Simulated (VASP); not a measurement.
# AlSi16 (a cell with a defect) in VASP: further runs, part 2 of 2

VASP 6.6.1.

**3. Single point, PBEsol, collinear spin, ferromagnetic start**

INCAR

```
PREC = Accurate ; ENCUT = 520
EDIFF = 1E-6 ; ISMEAR = -1
SIGMA = 0.02 ; LREAL = Auto
LASPH = T ; NELM = 150
ALGO = Normal ; ISIF = 2
LWAVE = F ; LCHARG = F
ISPIN = 2 ; MAGMOM = 0 0 0 0 0 0 0 0 0 0 0 0 0 0 0 0 1
LORBIT = 11 ; GGA = PS
NBANDS = 52
```

KPOINTS

```
Automatic mesh
0
Gamma
  2 2 2
```

POSCAR

```
AlSi16
1.0
    0.0000000000      5.4300000000      5.4300000000
    5.4300000000      0.0000000000      5.4300000000
    5.4300000000      5.4300000000      0.0000000000
Si Al
16 1
Direct
   -0.0272928177      0.0300552486     -0.0189134438
   -0.1071362799      0.2682965009      0.1792541436
    0.1220073665      0.0176611418      0.3797605893
    0.0779189687      0.1965930018      0.5819889503
    0.0522375691      0.5570257827     -0.0298434622
    0.1659760589      0.6786832413      0.0994383057
   -0.0059668508      0.5707550645      0.4670534070
    0.1766114180      0.6495395948      0.5871639042
    0.4421454880      0.0133425414      0.0349263352
    0.5691804788      0.1794198895      0.0989594843
    0.4988029466      0.0368508287      0.4750828729
    0.7070718232      0.0827624309      0.5793186004
    0.5293922652      0.5389871087     -0.0488029466
    0.6665653775      0.6301381215      0.0905064457
    0.5558471455      0.4782044199      0.4882965009
    0.6001381215      0.6672467772      0.5992909761
    0.2478545120      0.2178176796      0.7907642726
```

Potentials or basis: VASP PAW PBE potentials, release 64 (Si, Al).

Launch:

```sh
$ cat potpaw_PBE.64/Si/POTCAR potpaw_PBE.64/Al/POTCAR > POTCAR
$ mpirun -np 1 vasp_std > vasp.out
```

It took 11 min on 1 thread of Oxide Virtual Turin-like, shared host; peak memory 0.67 GiB.

Results (log left out):

```
Free energy                                           : -90.4374 eV
Pressure                                              : 0.1 GPa
Largest force                                         : 1.919 eV/Å
Net moment                                            : 0.00 μB per cell
Valence electrons inside the program's atomic spheres : Si 1.63, 1.62, 1.64, 1.72, 1.65, 1.66, 1.67, 1.60, 1.73, 1.71; Al 0.78
```

Forces in eV/Å, atoms in the order of the input:
```
Si   1.081 -1.430  0.624
Si  -1.196  0.404 -0.400
Si  -0.087  0.145  0.277
Si  -0.322  0.956 -0.032
Si  -0.942 -1.262 -1.096
Si   0.268  0.086 -0.360
Si   0.449  0.346 -0.483
Si   0.031  0.092 -0.696
Si  -0.542  0.385 -0.669
Si  -0.387  1.349  0.399
Si   0.404 -1.094 -0.124
Si   0.783  0.107  0.442
Si   0.487  0.640 -0.479
Si   1.523  0.057  0.915
Si  -1.404 -0.828 -0.647
Si  -0.380  0.311  1.839
Al   0.234 -0.266  0.488
```

Stress tensor (GPa, compression positive):
```
-0.59  0.67  2.45
 0.67  1.79  0.62
 2.45  0.62 -0.86
```

Levels at points of the mesh, in eV from the Fermi level:
Spin up:
```csv
k point,band 31,band 32,band 33,band 34,band 35,band 36
"(0.00, 0.00, 0.00)",-0.84,-0.74,-0.39,-0.32,0.01,0.23
"(0.50, 0.00, 0.00)",-0.90,-0.64,-0.26,-0.21,0.36,0.46
"(0.00, 0.50, 0.00)",-1.04,-0.72,-0.36,-0.07,0.27,0.61
"(0.00, 0.00, 0.50)",-1.09,-0.64,-0.32,0.01,0.32,0.74
"(0.50, 0.50, 0.50)",-0.89,-0.75,-0.15,0.03,0.47,0.55
"(0.50, 0.50, 0.00)",-1.20,-1.02,-0.52,0.19,1.04,1.13
"(0.00, 0.50, 0.50)",-1.32,-0.91,-0.40,0.23,0.88,1.02
"(0.50, 0.00, 0.50)",-1.18,-0.87,-0.44,0.39,0.65,0.85
```
Spin down:
```
           k point  band 30  band 31  band 32  band 33  band 34  band 35  band 36  band 37
(0.00, 0.00, 0.00)    -1.07    -0.84    -0.74    -0.39    -0.32     0.01     0.23     0.39
(0.50, 0.00, 0.00)    -1.05    -0.90    -0.64    -0.26    -0.21     0.36     0.46     0.65
(0.00, 0.50, 0.00)    -1.43    -1.04    -0.72    -0.36    -0.07     0.27     0.61     0.85
(0.00, 0.00, 0.50)    -1.49    -1.09    -0.64    -0.32     0.01     0.32     0.74     0.81
(0.50, 0.50, 0.50)    -1.22    -0.89    -0.75    -0.15     0.03     0.47     0.55     0.62
(0.50, 0.50, 0.00)    -1.57    -1.20    -1.02    -0.52     0.19     1.04     1.13     1.30
(0.00, 0.50, 0.50)    -1.52    -1.32    -0.91    -0.40     0.23     0.88     1.02     1.04
(0.50, 0.00, 0.50)    -1.53    -1.18    -0.87    -0.44     0.39     0.65     0.85     1.32
```

Caveat: the k points lie up to 0.50 Å⁻¹ apart; the PAW data sets were made with another functional, which shifts forces and pressure a little.

**4. Single point, PBEsol, collinear spin, ferromagnetic start**

INCAR

```
PREC = Accurate
ENCUT = 520
EDIFF = 1E-6
ISMEAR = -1
SIGMA = 0.02
LREAL = Auto
LASPH = T
NELM = 150
ALGO = Normal
ISIF = 2
LWAVE = F
LCHARG = T
ISPIN = 2
MAGMOM = 0 0 0 0 0 0 0 0 0 0 0 0 0 0 0 0 1
LORBIT = 11
GGA = PS
LELF = T
LVHAR = T
NBANDS = 52
```

KPOINTS is that of step 3.

POSCAR

```
AlSi16
1.0
    0.0000000000      5.4300000000      5.4300000000
    5.4300000000      0.0000000000      5.4300000000
    5.4300000000      5.4300000000      0.0000000000
Si Al
16 1
Direct
   -0.0232965009      0.0964088398     -0.0454511971
    0.1232136280      0.1312983425      0.1200276243
    0.0230847145      0.0292725599      0.4835451197
    0.1171915285      0.1959208103      0.5897513812
   -0.0370902394      0.5322651934     -0.0105156538
    0.0546040516      0.7217679558      0.0731491713
    0.0415930018      0.5707826888      0.4497145488
    0.1555340700      0.6619060773      0.5880755064
    0.5155616943     -0.0133517495      0.0110313076
    0.5985267035      0.1850460405      0.0790791897
    0.4809944751      0.0338674033      0.4582136280
    0.6576243094      0.0974401473      0.6290607735
    0.4692817680      0.5550460405     -0.0351933702
    0.5866390424      0.6274493554      0.1467679558
    0.5597605893      0.4744383057      0.4966482505
    0.6513167587      0.6630294659      0.5939318600
    0.2988029466      0.2521178637      0.7238121547
```

Launch:

```sh
$ cat potpaw_PBE.64/Si/POTCAR potpaw_PBE.64/Al/POTCAR > POTCAR
$ mpirun -np 1 vasp_std > vasp.out
```

Run time: 9.4 min. Hardware: 1 thread of Oxide Virtual Turin-like, shared host; peak memory 0.67 GiB.

It converged, with:

```yaml
Free_energy: -90.4001 eV
Pressure: 3.0 GPa
Largest_force: 3.245 eV/Å
Net_moment: 0.00 μB per cell
Valence_electrons_inside_the_program's_atomic_spheres: Si 1.70, 1.69, 1.71, 1.73, 1.63, 1.68, 1.65, 1.66, 1.64; Al 0.86
```

Forces in eV/Å, atoms in the order of the input:
```
Si  -0.461 -0.450 -1.796
Si   1.036  0.381  1.348
Si   0.047  0.088 -0.175
Si  -0.486 -1.364 -0.344
Si  -1.018  0.030  0.253
Si  -0.354  1.830  0.712
Si  -1.231 -2.564 -1.562
Si   1.242  2.445  0.451
Si   0.241 -1.060 -0.345
Si   0.769  0.885  0.388
Si  -0.364  0.990  0.783
Si  -1.511  0.358  0.377
Si   0.783 -0.934 -0.408
Si  -1.254 -0.079  0.193
Si   1.246 -0.229  0.004
Si  -0.250  0.185 -0.010
Al   1.566 -0.513  0.132
```

Stress tensor (GPa, compression positive):
```
3.50 2.20 1.53
2.20 2.46 1.23
1.53 1.23 3.13
```

Levels at points of the mesh, in eV from the Fermi level:
Spin up:
```
           k point  band 29  band 30  band 31  band 32  band 33  band 34  band 35  band 36  band 37  band 38
(0.00, 0.00, 0.00)    -1.38    -1.27    -1.03    -0.77    -0.45    -0.22    -0.14     0.01     0.13     0.18
(0.50, 0.00, 0.00)    -1.65    -1.48    -1.21    -1.10    -0.71    -0.08     0.41     0.49     0.65     0.81
(0.00, 0.50, 0.00)    -1.62    -1.50    -1.44    -0.72    -0.64     0.02     0.05     0.69     0.81     1.00
(0.00, 0.00, 0.50)    -1.59    -1.44    -1.30    -1.05    -0.50     0.05     0.34     0.40     0.70     1.04
(0.50, 0.50, 0.50)    -1.58    -1.25    -1.09    -0.87    -0.44     0.04     0.26     0.41     0.70     0.96
(0.50, 0.50, 0.00)    -2.04    -1.90    -1.60    -1.34    -0.27     0.09     0.86     1.22     1.30     1.36
(0.00, 0.50, 0.50)    -2.07    -1.76    -1.63    -1.44    -0.19     0.23     0.93     1.11     1.19     1.46
(0.50, 0.00, 0.50)    -2.14    -1.86    -1.47    -1.32    -0.26     0.06     0.96     1.11     1.19     1.36
```
Spin down:
| k point | band 29 | band 30 | band 31 | band 32 | band 33 | band 34 | band 35 | band 36 | band 37 | band 38 |
| --- | --- | --- | --- | --- | --- | --- | --- | --- | --- | --- |
| (0.00, 0.00, 0.00) | -1.38 | -1.27 | -1.03 | -0.77 | -0.45 | -0.22 | -0.14 | 0.01 | 0.13 | 0.18 |
| (0.50, 0.00, 0.00) | -1.65 | -1.48 | -1.21 | -1.10 | -0.71 | -0.08 | 0.41 | 0.49 | 0.65 | 0.81 |
| (0.00, 0.50, 0.00) | -1.62 | -1.50 | -1.44 | -0.72 | -0.64 | 0.02 | 0.05 | 0.69 | 0.81 | 1.00 |
| (0.00, 0.00, 0.50) | -1.59 | -1.44 | -1.30 | -1.05 | -0.50 | 0.05 | 0.34 | 0.40 | 0.70 | 1.04 |
| (0.50, 0.50, 0.50) | -1.58 | -1.25 | -1.09 | -0.87 | -0.44 | 0.04 | 0.26 | 0.41 | 0.70 | 0.96 |
| (0.50, 0.50, 0.00) | -2.03 | -1.90 | -1.60 | -1.34 | -0.27 | 0.09 | 0.86 | 1.22 | 1.30 | 1.36 |
| (0.00, 0.50, 0.50) | -2.07 | -1.76 | -1.63 | -1.44 | -0.19 | 0.23 | 0.93 | 1.11 | 1.19 | 1.46 |
| (0.50, 0.00, 0.50) | -2.14 | -1.86 | -1.47 | -1.32 | -0.26 | 0.06 | 0.96 | 1.11 | 1.19 | 1.36 |

Caveat: the k points lie up to 0.50 Å⁻¹ apart; the PAW data sets were made with another functional, which shifts forces and pressure a little.
